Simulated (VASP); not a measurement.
Runs of VASP 6.6.1 on SnTe. The structure is that of space group P-6m2 (No. 187), or close to it. The cells are those of the table. The cell was built from a structure type or drawn by symmetry, and may not be a known phase.

```csv
task,cell,k mesh,cutoff (eV),gap on the mesh (eV),pressure (GPa)
single point,"a = 4.269, b = 4.269, c = 4.171 Å, angles 90.0, 90.0, 120.0°, 2 atoms",18 × 18 × 10,520,none,-0.1
single point,"a = 3.422, b = 3.422, c = 5.696 Å, angles 90.0, 90.0, 120.0°, 2 atoms",6 × 6 × 4,520,none,-0.2
single point,"a = 3.863, b = 3.863, c = 6.165 Å, angles 90.0, 90.0, 120.0°, 2 atoms",6 × 6 × 4,520,none,(a)
single point,"a = 4.274, b = 4.274, c = 4.163 Å, angles 90.0, 90.0, 120.0°, 2 atoms",18 × 18 × 14,520,none,0.0
relaxation of cell and atoms,"relaxed from a = 3.863, b = 3.863, c = 6.165 Å, angles 90.0, 90.0, 120.0°, 2 atoms",6 × 6 × 4,600,none,0.0
```

Alike in all rows: level PBE; potentials or basis VASP PAW PBE potentials, release 64 (Sn_d, Te); no spin polarisation; smearing gaussian 0.1 eV.

Q: Estimate the missing entries.

A: (a) -7.0.

Caveats: spin-orbit coupling is left out, which moves the levels of the heavy elements; the cell stands under tension (at least some runs).

A k mesh can miss the band edges, and the runs leave out spin-orbit coupling on Sn, Te.

A gap of «none» marks levels without a gap at the run's occupations.
